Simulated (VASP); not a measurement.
Set up this calculation in VASP 6.6.1, as the native input.

```
Task                   : single point
Functional             : RPBE
Potentials or basis    : VASP PAW PBE potentials, release 64 (Cu)
Cutoff                 : 520 eV
k mesh                 : 16 × 16 × 5
Occupations            : fermi-dirac, width 0.1 eV
Spin                   : no spin polarisation
Dipole correction      : no
Further INCAR settings : ALGO = Normal; EDIFF = 1e-07; NBANDS = 30
```

The structure of Cu lies in POSCAR:

```
Cu
1.0
    2.6327434505      0.0000000000      0.0000000000
   -1.3163717252      2.2800227098      0.0000000000
    0.0000000000      0.0000000000      8.5957120715
Cu
4
Direct
    1.0000000000      1.0000000000      0.0000000000
    1.0000000000      0.0000000000      0.5000000000
    0.3333333333      0.6666666667      0.2500000000
    0.6666666667      0.3333333333      0.7500000000
```

This cell differs from its parent crystal: volume scaled by 1.04.

These files were run (other wordings do the same):

INCAR

```
ALGO = Normal
EDIFF = 1E-7
ENCUT = 520
GGA = RP
ISIF = 2
ISMEAR = -1
LASPH = T
LCHARG = F
LREAL = F
LWAVE = F
NBANDS = 30
NELM = 60
PREC = Accurate
SIGMA = 0.1
```

KPOINTS

```
k-points
0
Gamma
  16 16 5
```

Potentials or basis: VASP PAW PBE potentials, release 64 (Cu).

Run with:

```bash
$ cat potpaw_PBE.64/Cu/POTCAR > POTCAR
$ mpirun -np 1 vasp_std > vasp.out
```

It gave:

```json
{
 "Pressure": "-3.9 GPa",
 "Band gap on the k mesh": "zero (band 22 reaches 10.01 eV, above the bottom of band 23 at 5.04 eV)"
}
```

Caveat: the PAW data sets were made with another functional, which shifts forces and pressure a little.

Run time: 78 s on 1 thread of AMD EPYC 9R45 96-Core Processor (Zen 5) (shared host), peak memory 0.2 GiB.
